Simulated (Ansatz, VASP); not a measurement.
# One calculation of SrO, two programs

```
Sr O
1.0
     0.00000    2.56980    2.56980
     2.56980    0.00000    2.56980
     2.56980    2.56980    0.00000
Sr O
1 1
Direct
  0.00000 0.00000 0.00000
  0.50000 0.50000 0.50000
```

Alike in both runs: task single point; functional PBEsol; k mesh 8 × 8 × 8; occupations gaussian, width 0.05 eV; no spin polarisation.

|  | VASP | Ansatz |
| --- | --- | --- |
| version | VASP 6.6.1 | Ansatz 0.2.0 |
| potentials or method | VASP PAW PBE potentials, release 64 (Sr_sv, O), cutoff 520 eV | scalar-relativistic, plane waves, PAW |
| valence electrons in the cell | 16 | 16 |

Ansatz gave:

| Quantity | Value |
| --- | --- |
| gap on the k mesh at the Fermi level (eV) | 3.20 |
| least direct gap on the mesh (eV) | 3.28 |
| pressure (GPa) | -0.9 |

Task: Estimate VASP's values.

Result: gap on the k mesh at the Fermi level (eV): 3.15; least direct gap on the mesh (eV): 3.24; pressure (GPa): -0.3.

VASP's potentials were made for PBE, not for PBEsol.
